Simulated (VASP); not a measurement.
## Pd12CO: relaxation of the atoms with LDA

The system is Pd12CO, a slab with vacuum.

```
Pd C O
1.0
     5.50129    0.00000    0.00000
     2.75065    4.76426    0.00000
     0.00000    0.00000   17.49179
Pd C O
12 1 1
Direct
  0.16667 0.16667 0.05717
  0.66667 0.16667 0.05717
  0.16667 0.66667 0.05717
  0.66667 0.66667 0.05717
  0.83333 0.33333 0.18557
  0.33333 0.33333 0.18557
  0.83333 0.83333 0.18557
  0.33333 0.83333 0.18557
  0.00000 0.00000 0.31396
  0.50000 0.00000 0.31396
  0.00000 0.50000 0.31396
  0.50000 0.50000 0.31396
  0.82156 0.34572 0.40429
  0.82156 0.34572 0.47061
```

```json
{
  "Program": "VASP 6.6.1",
  "Task": "relaxation of the atoms",
  "Functional": "LDA",
  "Potentials or basis": "VASP PAW LDA potentials, release 64 (Pd, C, O)",
  "Cutoff": "520 eV",
  "k mesh": "2 × 2 × 1",
  "Occupations": "fermi-dirac, width 0.1 eV",
  "Spin": "no spin polarisation",
  "Dipole correction": "no",
  "Atoms held fixed (from 0)": "[0, 1, 2, 3]",
  "Further INCAR settings": "ALGO = Normal; EDIFF = 1e-06; IBRION = 2; EDIFFG = -0.08; NSW = 45"
}
```

The energy gained by relaxing is 23.1 meV/atom and the ionic steps are 38. The band gap on the k mesh is zero (bands 65 and 66 overlap by 0.32 eV).

The path:
| step | energy change (eV) | largest force on free atoms (eV/Å) | pressure (GPa) |
| --- | --- | --- | --- |
| 1 | 0.0000 | 2.3898 | -5.46 |
| 2 | 0.2485 | 7.4275 | -6.46 |
| 3 | -0.0540 | 2.6846 | -5.88 |
| 4 | -0.1844 | 1.9625 | -5.69 |
| 5 | -0.2362 | 1.1178 | -5.34 |
| 6 | -0.2351 | 2.6499 | -5.01 |
| 7 | -0.2495 | 1.0076 | -5.19 |
| 8 | -0.2717 | 0.7243 | -5.27 |
| 9 | -0.2849 | 0.4330 | -5.37 |
| 10 | -0.2923 | 0.4090 | -5.31 |
| 11 | -0.3040 | 0.7329 | -5.10 |
| 12 | -0.3074 | 0.1336 | -5.14 |
| 13 | -0.3076 | 0.2237 | -5.15 |
| 14 | -0.3082 | 0.2030 | -5.13 |
| 15 | -0.3096 | 0.1420 | -5.08 |
| 16 | -0.3103 | 0.1967 | -4.98 |
| 17 | -0.3119 | 0.2302 | -4.92 |
| 18 | -0.3126 | 0.5370 | -4.85 |
| 19 | -0.3133 | 0.4950 | -4.85 |
| 20 | -0.3150 | 0.3694 | -4.85 |
| 21 | -0.3172 | 0.1238 | -4.84 |
| 22 | -0.3173 | 0.3635 | -4.82 |
| 23 | -0.3180 | 0.1396 | -4.84 |
| 24 | -0.3184 | 0.1239 | -4.82 |
| 25 | -0.3192 | 0.1196 | -4.75 |
| 26 | -0.3188 | 0.4865 | -4.63 |
| 27 | -0.3194 | 0.2391 | -4.72 |
| 28 | -0.3198 | 0.1920 | -4.71 |
| 29 | -0.3207 | 0.1217 | -4.68 |
| 30 | -0.3207 | 0.2812 | -4.62 |
| 31 | -0.3210 | 0.1413 | -4.65 |
| 32 | -0.3214 | 0.1063 | -4.62 |
| 33 | -0.3219 | 0.1648 | -4.53 |
| 34 | -0.3224 | 0.1052 | -4.52 |
| 35 | -0.3225 | 0.1037 | -4.51 |
| 36 | -0.3227 | 0.0958 | -4.49 |
| 37 | -0.3228 | 0.1307 | -4.44 |
| 38 | -0.3230 | 0.0706 | -4.44 |

Final structure:
```
CELL_PARAMETERS angstrom
5.50129 0.00000 0.00000
2.75065 4.76426 0.00000
0.00000 0.00000 17.49179
ATOMIC_POSITIONS crystal
Pd 0.16667 0.16667 0.05717
Pd 0.66667 0.16667 0.05717
Pd 0.16667 0.66667 0.05717
Pd 0.66667 0.66667 0.05717
Pd 0.83208 0.33461 0.18413
Pd 0.33187 0.33496 0.18495
Pd 0.83209 0.83473 0.18512
Pd 0.33179 0.83467 0.18507
Pd 0.99648 0.00441 0.31449
Pd 0.49670 0.00350 0.31071
Pd 0.99627 0.50209 0.31423
Pd 0.49921 0.50201 0.31413
C 0.83062 0.33604 0.39000
O 0.82882 0.33837 0.45728
```

Levels at points of the mesh, in eV from the Fermi level:
```csv
k point,band 62,band 63,band 64,band 65,band 66,band 67,band 68,band 69,band 70,band 71
"(0.00, 0.00, 0.00)",0.00,0.06,0.06,0.18,0.18,0.18,0.58,1.57,1.79,1.80
"(0.50, 0.00, 0.00)",-0.37,-0.32,-0.19,-0.18,-0.13,0.00,0.06,1.18,1.95,2.21
"(0.50, 0.50, 0.00)",-0.37,-0.32,-0.19,-0.18,-0.13,0.01,0.06,1.18,1.95,2.21
"(0.00, 0.50, 0.00)",-0.37,-0.32,-0.19,-0.18,-0.14,0.01,0.06,1.19,1.95,2.21
```

Run time: 57 min on 2 MPI ranks on Intel(R) Xeon(R) Platinum 8259CL CPU @ 2.50GHz (Skylake/Cascade Lake) (shared host), peak memory 0.33 GiB a rank.

Caveat: the k points lie up to 0.66 Å⁻¹ apart; there is no dipole correction, which matters where the two faces differ.
